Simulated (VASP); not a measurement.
Co: single point with PBE

Co:

```
Co
1.0
     2.51000    0.00000    0.00000
    -1.25500    2.17372    0.00000
     0.00000    0.00000    4.07122
Co
2
Direct
  0.33333 0.66667 0.75000
  0.66667 0.33333 0.25000
```

```
Program             : VASP 6.6.1
Task                : single point
Functional          : PBE
Potentials or basis : VASP PAW PBE potentials, release 64 (Co)
Cutoff              : 520 eV
k mesh              : 16 × 16 × 8
Occupations         : gaussian, width 0.05 eV
Spin                : collinear spin, ferromagnetic start
Starting moments    : [1.5, 1.5] μB
```

```json
{"Pressure": "-5.8 GPa", "Net moment": "3.17 μB per cell", "Site moments": "Co +1.61 μB", "Valence electrons inside the program's atomic spheres": "Co 8.23"}
```

Stress tensor (GPa, compression positive):
```
-5.48  0.00  0.00
 0.00 -5.48  0.00
 0.00  0.00 -6.43
```

Levels at points of the mesh, in eV from the Fermi level:
Spin up:
```
           k point  band 7  band 8  band 9  band 10  band 11  band 12  band 13  band 14  band 15  band 16
(0.00, 0.00, 0.00)   -2.26   -1.92   -1.92    -0.87    -0.87    -0.10     6.10    21.81    24.17    24.17
(0.50, 0.00, 0.00)   -2.17   -0.73   -0.66    -0.59     1.24     3.20     9.48    10.10    12.50    13.63
(0.00, 0.00, 0.50)   -2.62   -2.62   -1.17    -1.17    -1.17    -1.17    14.67    14.67    22.51    22.51
(0.50, 0.00, 0.50)   -1.08   -1.08   -0.64    -0.64     1.56     1.56     7.05     7.05    18.06    18.06
```
Spin down:
```
           k point  band 5  band 6  band 7  band 8  band 9  band 10
(0.00, 0.00, 0.00)   -0.94   -0.59   -0.59   -0.19   -0.16    -0.16
(0.50, 0.00, 0.00)   -1.07   -1.02   -0.62    1.12    1.24     1.28
(0.00, 0.00, 0.50)   -1.00   -1.00   -1.00   -1.00    0.67     0.67
(0.50, 0.00, 0.50)   -0.06   -0.06    0.23    0.23    1.22     1.22
```

It took 3.4 min on 1 thread of AMD EPYC 7R13, on a shared host, peak memory 0.18 GiB.

Caveat: the cell stands under tension.
